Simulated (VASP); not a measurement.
# Sn (I4_1/amd) in VASP: notebook, part 2 of 2

VASP 6.6.1. The steps go on from the part before.

## Step 3: Single point, LDA

This run uses another cell than the first one, of 28.76 Å³/atom.

File INCAR:

```
SYSTEM = Sn
PREC = Accurate
ENCUT = 520
EDIFF = 1E-7
ISMEAR = -1
SIGMA = 0.05
LREAL = .FALSE.
LASPH = .TRUE.
NELM = 100
ALGO = Normal
ISIF = 2
LWAVE = .FALSE.
LCHARG = .FALSE.
GGA = CA
NBANDS = 21
```

File KPOINTS:

```
Automatic mesh
0
G
  9 9 9
  0 0 0
```

File POSCAR:

```
Sn
1.0
   -2.9788309508      2.9788309508      1.6203478496
    2.9788309508     -2.9788309508      1.6203478496
    2.9788309508      2.9788309508     -1.6203478496
Sn
2
Direct
    0.0000000000      0.0000000000      0.0000000000
    0.7500000000      0.2500000000      0.5000000000
```

Potentials or basis: VASP PAW LDA potentials, release 64 (Sn_d).

Launch:

```bash
$ cat potpaw_LDA.64/Sn_d/POTCAR > POTCAR
$ mpirun -np 1 vasp_std > vasp.out
```

OUTCAR:

```text
SYSTEM = Sn
   PREC = Accurate
   ENCUT = 520
   EDIFF = 1E-7
   ISMEAR = -1
   LREAL = .FALSE.
   LASPH = .TRUE.
   NELM = 100
   ISIF = 2
   GGA = CA

 ion  position               nearest neighbor table
   1  0.000  0.000  0.000-   2 3.09   2 3.09   2 3.09   2 3.09
   2  0.750  0.250  0.500-   1 3.09   1 3.09   1 3.09   1 3.09

  LATTYP: Found a body centered tetragonal cell.
 ALAT       =     5.9576619016
 C/A-ratio  =     0.5439542815

  Lattice vectors:

 A1 = (  -2.9788309508,   2.9788309508,   1.6203478496)
 A2 = (   2.9788309508,  -2.9788309508,   1.6203478496)
 A3 = (   2.9788309508,   2.9788309508,  -1.6203478496)

Analysis of symmetry for initial positions (statically):
=====================================================================
 Subroutine PRICEL returns:
 Original cell was already a primitive cell.

 Routine SETGRP: Setting up the symmetry group for a
 body centered tetragonal supercell.

 Subroutine GETGRP returns: Found 16 space group operations
 (whereof  8 operations were pure point group operations)
 out of a pool of 16 trial point group operations.

The static configuration has the point symmetry D_2d.
 The point group associated with its full space group is D_4h.

Analysis of symmetry for dynamics (positions and initial velocities):
=====================================================================
 Subroutine PRICEL returns:
 Original cell was already a primitive cell.

 Routine SETGRP: Setting up the symmetry group for a
 body centered tetragonal supercell.

 Subroutine GETGRP returns: Found 16 space group operations
 (whereof  8 operations were pure point group operations)
 out of a pool of 16 trial point group operations.

The dynamic configuration has the point symmetry D_2d.
 The point group associated with its full space group is D_4h.

 Subroutine INISYM returns: Found 16 space group operations
 (whereof  8 operations are pure point group operations),
 and found     1 'primitive' translations

----------------------------------------------------------------------------------------

                                     Primitive cell

  volume of cell :      57.5122

  direct lattice vectors                    reciprocal lattice vectors
    -2.978830951  2.978830951  1.620347850     0.000000000  0.167851083  0.308575717
     2.978830951 -2.978830951  1.620347850     0.167851083  0.000000000  0.308575717
     2.978830951  2.978830951 -1.620347850     0.167851083  0.167851083  0.000000000

  length of vectors
     4.513578937  4.513578937  4.513578937     0.351273340  0.351273340  0.237377277

  position of ions in fractional coordinates (direct lattice)
     0.000000000  0.000000000  0.000000000
     0.750000000  0.250000000  0.500000000

  ion indices of the primitive-cell ions
   primitive index   ion index
                 1           1
                 2           2

----------------------------------------------------------------------------------------

 KPOINTS: Automatic mesh

Automatic generation of k-mesh.
 Grid dimensions read from file:
 generate k-points for:    9    9    9

 Generating k-lattice:

  Cartesian coordinates                     Fractional coordinates (reciprocal lattice)
     0.000000000  0.018650120  0.034286191     0.111111111  0.000000000 -0.000000000
     0.018650120  0.000000000  0.034286191     0.000000000  0.111111111 -0.000000000
     0.018650120  0.018650120  0.000000000     0.000000000  0.000000000  0.111111111

  Length of vectors
     0.039030371  0.039030371  0.026375253

  Shift w.r.t. Gamma in fractional coordinates (k-lattice)
     0.000000000  0.000000000  0.000000000

 Subroutine IBZKPT returns following result:
 ===========================================

 Found     75 irreducible k-points:

 Following reciprocal coordinates:
            Coordinates               Weight
  0.000000  0.000000  0.000000      1.000000
  0.111111  0.000000  0.000000      8.000000
  0.222222  0.000000  0.000000      8.000000
  0.333333  0.000000 -0.000000      8.000000
  0.444444  0.000000  0.000000      8.000000
  0.111111  0.111111  0.000000      8.000000
[... 16 lines left out ...]
 -0.333333  0.333333  0.000000      4.000000
  0.444444  0.444444 -0.000000      8.000000
 [... further k-points ...]
   k-points           NKPTS =     75   k-points in BZ     NKDIM =     75   number of bands    NBANDS=     21
   number of dos      NEDOS =    301   number of ions     NIONS =      2
   total plane-waves  NPLWV =  46656
   dimension x,y,z NGX =    36 NGY =   36 NGZ =   36
   dimension x,y,z NGXF=    72 NGYF=   72 NGZF=   72
   ions per type =               2
   NGX,Y,Z   is equivalent  to a cutoff of  13.26, 13.26, 13.26 a.u.
   NGXF,Y,Z  is equivalent  to a cutoff of  26.52, 26.52, 26.52 a.u.
 SYSTEM =  Sn
   PREC   = accura    normal or accurate (medium, high low for compatibility)
   ISTART =      0    job   : 0-new  1-cont  2-samecut
   ICHARG =      2    charge: 1-file 2-atom 10-const
   ISPIN  =      1    spin polarized calculation?
   LNONCOLLINEAR =      F non collinear calculations
   LSORBIT =      F    spin-orbit coupling
   LASPH  =      T    aspherical Exc in radial PAW
   ENCUT  =  520.0 eV  38.22 Ry    6.18 a.u.   8.39  8.39  8.39*2*pi/ulx,y,z
   NELM   =    100;   NELMIN=  2; NELMDL= -5     # of ELM steps
   EDIFF  = 0.1E-06   stopping-criterion for ELM
   LREAL  =      F    real-space projection
   EDIFFG = 0.1E-05   stopping-criterion for IOM
   NSW    =      0    number of steps for IOM
   IBRION =     -1    ionic relax: 0-MD 1-quasi-New 2-CG
   NFREE  =      0    steps in history (QN), initial steepest desc. (CG)
   ISIF   =      2    stress and relaxation
   ISYM   =      2    0-nonsym 1-usesym 2-fastsym
   POTIM  = 0.5000    time-step for ionic-motion
   TEBEG  =    0.0;   TEEND  =   0.0 temperature during run
   PSTRESS=    0.0 pullay stress
   NELECT =      28.0000    total number of electrons
   NUPDOWN=      -1.0000    fix difference up-down
   EMIN   =  10.00;   EMAX   =-10.00  energy-range for DOS
   EFERMI =   0.00;   METHOD = LEGACY
   ISMEAR =    -1;   SIGMA  =   0.05  broadening in eV -4-tet -1-fermi 0-gaus
   EFERMI_NEDOS =   21; number of points for ismear=-14 and -15
   IALGO  =     38    algorithm
   IMIX   =      4    mixing-type and parameters
     AMIX     =   0.40;   BMIX     =  1.00
     AMIX_MAG =   1.60;   BMIX_MAG =  1.00
  volume/ion in A,a.u.               =      28.76       194.06
  Fermi-wavevector in a.u.,A,eV,Ry     =   1.287876  2.433734 22.566972  1.658626
  Thomas-Fermi vector in A             =   2.419864
   LORBIT       =      0    0 simple, 1 ext, 2 COOP (PROOUT), +10 PAW based schemes
   GGA     = CA    functional components
   LHFCALC =     F    Hartree Fock is set to
   AEXX    =    0.0000 exact exchange contribution
   IVDW    =     0    specifies the selected vdW correction
   LEPSILON=     F    determine dielectric tensor
   LRPA    =     F    only Hartree local field effects (RPA)
 non-spin polarized calculation
  energy-cutoff  :      520.00
  volume of cell :       57.51
 maximum number of plane-waves:      1570
 NGX is ok and might be reduce to    36
   NGX = 17   NGY = 17   NGZ = 17

 number of electron      27.9999995 magnetization

 Free energy of the ion-electron system (eV)
  ---------------------------------------------------
  ext. energy  EPLUGINS =         0.00000000
  ---------------------------------------------------
  free energy    TOTEN  =        -8.89850278 eV

  energy without entropy =       -8.89141307  energy(sigma->0) =       -8.89495792

 E-fermi :   6.9990     XC(G=0): -10.2772

 val. band max:        6.9491339965   @ k =  -0.1111  -0.2222   0.1111
 cond. band min:       7.0046813080   @ k =   0.4444   0.3333   0.0000
 fundamental gap:      0.0555473115
 Fermi energy:         6.9990250183

 k-point     1 :       0.0000    0.0000    0.0000
  band No.  band energies     occupation
      1     -14.4725      2.00000
      2     -14.4046      2.00000
      3     -14.3604      2.00000
      4     -14.3558      2.00000
      5     -14.2280      2.00000
      6     -14.2280      2.00000
[... 13 lines left out ...]
     20      16.6557      0.00000
     21      17.3030      0.00000
[... 529 lines left out ...]
 k-point    24 :       0.4444    0.4444   -0.0000
  band No.  band energies     occupation
      1     -14.3878      2.00000
      2     -14.3873      2.00000
      3     -14.3346      2.00000
      4     -14.3328      2.00000
      5     -14.2508      2.00000
      6     -14.2448      2.00000
[... 13 lines left out ...]
     20      17.5021      0.00000
     21      17.9171      0.00000

 [... further k-points ...]

------------------------ aborting loop because EDIFF is reached ----------------------------------------

  FORCE on cell =-STRESS in cart. coord.  units (eV):
  Direction    XX          YY          ZZ          XY          YZ          ZX
  --------------------------------------------------------------------------------------
  -------------------------------------------------------------------------------------
  Total       -1.5962762     -1.5962762     -1.6717925      0.0000000      0.0000000      0.0000000
  in kB      -44.4691323    -44.4691323    -46.5728692      0.0000000      0.0000000      0.0000000
  external PRESSURE =     -45.1703779 kB  Pullay stress =       0.0000000 kB

 VOLUME and BASIS-vectors are now :
 -----------------------------------------------------------------------------
  energy-cutoff  :      520.00
  volume of cell :       57.51
      direct lattice vectors                 reciprocal lattice vectors
    -2.978830951  2.978830951  1.620347850     0.000000000  0.167851083  0.308575717
     2.978830951 -2.978830951  1.620347850     0.167851083  0.000000000  0.308575717
     2.978830951  2.978830951 -1.620347850     0.167851083  0.167851083  0.000000000

 POSITION                                       TOTAL-FORCE (eV/Angst)
 -----------------------------------------------------------------------------------
      0.00000      0.00000      0.00000         0.000000      0.000000      0.000000
     -0.00000      2.97883      0.81017        -0.000000     -0.000000     -0.000000
 -----------------------------------------------------------------------------------
    total drift:                               -0.000000      0.000000     -0.000000

  FREE ENERGIE OF THE ION-ELECTRON SYSTEM (eV)
  ---------------------------------------------------
  free  energy   TOTEN  =        -8.8985027758 eV

  energy  without entropy=       -8.8914130694  energy(sigma->0) =       -8.89495792
```

OSZICAR:

```text
N       E                     dE             d eps       ncg     rms          rms(c)
DAV:   1     0.224819814809E+03    0.22482E+03   -0.14314E+04  3195   0.203E+03
DAV:   2     0.155985543452E+02   -0.20922E+03   -0.20508E+03  3170   0.455E+02
DAV:   3    -0.811439093545E+01   -0.23713E+02   -0.23531E+02  3680   0.138E+02
DAV:   4    -0.890008814603E+01   -0.78570E+00   -0.78511E+00  3573   0.278E+01
DAV:   5    -0.893243094883E+01   -0.32343E-01   -0.32342E-01  4528   0.536E+00    0.219E+00
DAV:   6    -0.890762596473E+01    0.24805E-01   -0.33167E-02  4267   0.246E+00    0.120E+00
DAV:   7    -0.889891918742E+01    0.87068E-02   -0.17576E-02  4285   0.171E+00    0.147E-01
DAV:   8    -0.889849816473E+01    0.42102E-03   -0.18508E-03  3877   0.604E-01    0.282E-02
DAV:   9    -0.889850248555E+01   -0.43208E-05   -0.52109E-05  4241   0.643E-02    0.791E-03
DAV:  10    -0.889850278399E+01   -0.29844E-06   -0.31354E-06  3838   0.189E-02    0.160E-03
DAV:  11    -0.889850277581E+01    0.81855E-08   -0.17958E-07  2803   0.501E-03
   1 F= -.88985028E+01 E0= -.88949579E+01  d E =-.708971E-02
```

Run time: 69 s. Hardware: 1 thread of AMD EPYC 7R13 (Zen 3), shared host; peak memory 0.18 GiB.

Results:

```yaml
Free_energy: -8.8985 eV
Pressure: -4.5 GPa
Band_gap_on_the_k_mesh: zero (bands 14 and 15 overlap by 3.76 eV)
```

Caveat: the cell stands under tension; spin-orbit coupling is left out, which moves the levels of the heavy elements.

## Step 4: Single point, PBE

This run uses another cell than the first one, of 28.76 Å³/atom.

File INCAR:

```
ALGO = Fast
EDIFF = 1E-7
ENCUT = 520
GGA = PE
ISIF = 2
ISMEAR = -1
LASPH = True
LCHARG = False
LREAL = False
LWAVE = False
NBANDS = 21
NELM = 80
PREC = Accurate
SIGMA = 0.05
```

File KPOINTS:

```
k-points
0
Gamma
  9 9 9
```

POSCAR is that of step 3.

Potentials or basis: VASP PAW PBE potentials, release 64 (Sn_d).

Launch:

```bash
$ cat potpaw_PBE.64/Sn_d/POTCAR > POTCAR
$ mpirun -np 1 vasp_std > vasp.out
```

Run time: 1.7 min. Hardware: 1 thread of AMD EPYC 7R13 (Zen 3), shared host; peak memory 0.21 GiB.

The run converged. Its results:

| Property | Result |
| --- | --- |
| Free energy | -7.6068 eV |
| Pressure | -0.6 GPa |
| Band gap on the k mesh | zero (bands 14 and 15 overlap by 3.79 eV) |

Stress tensor (GPa, compression positive):
```
-0.50  0.00  0.00
 0.00 -0.50  0.00
 0.00  0.00 -0.79
```

Levels at points of the mesh, in eV from the Fermi level:
| k point | band 12 | band 13 | band 14 | band 15 | band 16 | band 17 |
| --- | --- | --- | --- | --- | --- | --- |
| (0.00, 0.00, 0.00) | -3.82 | -1.84 | -1.84 | 3.05 | 5.92 | 5.92 |

Caveat: spin-orbit coupling is left out, which moves the levels of the heavy elements.

## Step 5: Single point, LDA

This run uses another cell than the first one, of 29.31 Å³/atom.

File INCAR:

```
PREC     = Accurate       # precision mode
ENCUT    = 520            # plane-wave cutoff, eV
EDIFF    = 1E-7           # SCF threshold, eV
ISMEAR   = -1             # smearing method
SIGMA    = 0.05           # smearing width, eV
LREAL    = False          # projectors in reciprocal space
LASPH    = True           # aspherical terms in the spheres
NELM     = 80             # most SCF steps
ALGO     = Normal         # electronic algorithm
ISIF     = 2              # what is computed and relaxed
LWAVE    = False          # write WAVECAR
LCHARG   = False          # write CHGCAR
NBANDS   = 21             # bands
```

File KPOINTS:

```
regular mesh
0
Gamma
  9 9 9
```

File POSCAR:

```
Sn
1.0
   -2.9978049079      2.9978049079      1.6306688148
    2.9978049079     -2.9978049079      1.6306688148
    2.9978049079      2.9978049079     -1.6306688148
Sn
2
Direct
    0.0000000000      0.0000000000      0.0000000000
    0.7500000000      0.2500000000      0.5000000000
```

Potentials or basis: VASP PAW LDA potentials, release 64 (Sn_d).

Launch:

```bash
$ cat potpaw_LDA.64/Sn_d/POTCAR > POTCAR
$ mpirun -np 1 vasp_std > vasp.out
```

Run time: 69 s. Hardware: 1 thread of AMD EPYC 7R13 (Zen 3), shared host; peak memory 0.18 GiB.

Results (log left out):

```yaml
Free_energy: -8.8654 eV
Pressure: -5.2 GPa
Band_gap_on_the_k_mesh: zero (bands 14 and 15 overlap by 3.67 eV)
```

Stress tensor (GPa, compression positive):
```
-5.15  0.00  0.00
 0.00 -5.15  0.00
 0.00  0.00 -5.30
```

Levels at points of the mesh, in eV from the Fermi level:
```tsv
k point	band 12	band 13	band 14	band 15	band 16	band 17
(0.00, 0.00, 0.00)	-3.96	-1.77	-1.77	3.18	5.77	5.77
```

Caveat: the cell stands under tension; spin-orbit coupling is left out, which moves the levels of the heavy elements.

## Step 6: Overview

```tsv
level	potentials or basis	cell	gap on the mesh (eV)	pressure (GPa)
LDA	VASP PAW LDA potentials, release 64 (Sn_d)	a = 4.484 Å, angles 97.4, 97.4, 137.9°, 2 atoms	none	-3.7
LDA	VASP PAW LDA potentials, release 64 (Sn_d)	a = 4.514 Å, angles 97.4, 97.4, 137.9°, 2 atoms	none	-4.5
PBE	VASP PAW PBE potentials, release 64 (Sn_d)	a = 4.514 Å, angles 97.4, 97.4, 137.9°, 2 atoms	none	-0.6
LDA	VASP PAW LDA potentials, release 64 (Sn_d)	a = 4.542 Å, angles 97.4, 97.4, 137.9°, 2 atoms	none	-5.2
```

Alike in all rows: task single point; no spin polarisation; k mesh 9 × 9 × 9; cutoff (eV) 520; smearing fermi-dirac 0.05 eV.

Caveats: spin-orbit coupling is left out, which moves the levels of the heavy elements; the cell stands under tension (at least some runs).

Total energies depend on the potentials used, so only differences within one code and one set of settings carry meaning.

The gap in the log of VASP goes by the Fermi energy; the results here count the filled bands.